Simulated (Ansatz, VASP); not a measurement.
# Two plane-wave programs on PtS2

```
S Pt
1.0
     3.54153    0.00000    0.00000
    -1.77076    3.06705    0.00000
     0.00000    0.00000   22.46707
S Pt
4 2
Cartesian
  1.7708 1.0224 4.5000
  0.0000 2.0447 6.9835
  0.0000 3.0671 10.2235
  1.7708 2.0447 12.7071
  0.0000 0.0000 5.7418
  1.7708 4.0894 11.4653
```

Alike in both runs: task single point; functional PBE; dispersion D3(BJ); k mesh 9 × 9 × 1; occupations gaussian, width 0.05 eV; no spin polarisation.

|  | VASP | Ansatz |
| --- | --- | --- |
| version | VASP 6.6.1 | Ansatz 0.2.0 |
| potentials or method | VASP PAW PBE potentials, release 64 (S, Pt), cutoff 520 eV | scalar-relativistic, plane waves, PAW |
| valence electrons in the cell | 44 | 60 |

VASP gave:

- gap on the k mesh at the Fermi level (eV): 1.30
- least direct gap on the mesh (eV): 1.43
- rms of the force components (eV/Å): 0.050

Task: Which values does Ansatz return?

Result: gap on the k mesh at the Fermi level (eV): 1.29; least direct gap on the mesh (eV): 1.42; rms of the force components (eV/Å): 0.043.

VASP's potentials hold 44 valence electrons a cell and Ansatz's 60, so a difference there can come from the potentials and not from the codes.

Neither program's run includes spin-orbit coupling.
